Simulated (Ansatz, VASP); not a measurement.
# Ta: VASP beside Ansatz

Contents of INCAR:

```
  PREC = Accurate
  ENCUT = 500
  EDIFF = 1E-6
  ISMEAR = 0
  SIGMA = 0.15
  LREAL = False
  LASPH = True
  NELM = 120
  ALGO = Normal
  ISIF = 2
  LWAVE = False
  LCHARG = False
  GGA = PE
  NBANDS = 18
  GGA_COMPAT = False
```

File KPOINTS:

```
regular mesh
0
Gamma
  18 18 10
```

POSCAR

```
Ta
1.0
   -1.6512800000      1.6512800000      1.6512800000
    1.6512800000     -1.6512800000      1.6512800000
    3.3025600000      3.3025600000      0.0000000000
Ta
2
Direct
   -0.0227096555     -0.0227096555      0.0000000000
    0.5227096555      0.5227096555      0.5000000000
```

Input for Ansatz:

```yaml
crystal:
  lattice:
    - [-1.65128, 1.65128, 1.65128]
    - [1.65128, -1.65128, 1.65128]
    - [3.30256, 3.30256, 0.0]
  atoms:
    - { symbol: Ta, position: [-0.0227096555, -0.0227096555, 0.0] }
    - { symbol: Ta, position: [0.5227096555, 0.5227096555, 0.5] }
basis:
  ecutwfc: 420
kpoints:
  mp_grid: { grid: [18, 18, 10] }
hamiltonian:
  xc: pbe
scf:
  occupations: { method: gaussian, width: 0.15 }
output:
  forces: true
  stress: true
  eigenvalues: true
```

Change from the starting cell: mode 6 (145.8 1/cm) frozen in, largest displacement +0.075 Å.

Alike in both runs: task single point; functional PBE; k mesh 18 × 18 × 10; occupations gaussian, width 0.15 eV; no spin polarisation.

|  | VASP | Ansatz |
| --- | --- | --- |
| version | VASP 6.6.1 | Ansatz 0.2.0 |
| potentials or method | VASP PAW PBE potentials, release 64 (Ta_pv), cutoff 500 eV | scalar-relativistic, plane waves, PAW |
| valence electrons in the cell | 22 | 26 |

Ansatz gave:

* gap on the k mesh at the Fermi level (eV): none
* pressure (GPa): 3.4
* traceless stress, the component that is largest in VASP (GPa): 0.90
* rms of the force components (eV/Å): 0.580

Task: Estimate VASP's values.

Result: gap on the k mesh at the Fermi level (eV): none; pressure (GPa): 3.6; traceless stress, the component that is largest in VASP (GPa): 0.91; rms of the force components (eV/Å): 0.579.

Atom by atom the forces differ by 0.000 eV/Å (rms over components). A gap of «none» marks a metal or a gap that the smearing closes. VASP's potentials hold 22 valence electrons a cell and Ansatz's 26, so a difference there can come from the potentials and not from the codes.

Spin-orbit coupling is off throughout.
